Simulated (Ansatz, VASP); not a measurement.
One calculation of Ca2Pd, two programs

```
CELL_PARAMETERS angstrom
5.18358 0.00000 0.00000
-2.59179 4.48911 0.00000
0.00000 0.00000 3.20016
ATOMIC_POSITIONS crystal
Ca 0.33333 0.66667 0.50000
Ca 0.66667 0.33333 0.50000
Pd 0.00000 0.00000 0.00000
```

Alike in both runs: functional PBE; k mesh 6 × 6 × 6; occupations gaussian, width 0.1 eV; no spin polarisation.

Ansatz relaxed the structure, and its values are those at the end. VASP's run is a single point on that final structure, the one shown.

|  | VASP | Ansatz |
| --- | --- | --- |
| version | VASP 6.6.1 | Ansatz 0.2.0 |
| potentials or method | VASP PAW PBE potentials, release 64 (Ca_sv, Pd), cutoff 520 eV | scalar-relativistic, plane waves, PAW |
| valence electrons in the cell | 30 | 38 |

```tsv
	VASP	Ansatz	Ansatz less VASP
gap on the k mesh at the Fermi level (eV)	none	none	-
pressure (GPa)	0.2	0.1	-0.07
```

A gap of «none» marks a metal or a gap that the smearing closes. VASP's potentials hold 30 valence electrons a cell and Ansatz's 38, so a difference there can come from the potentials and not from the codes.
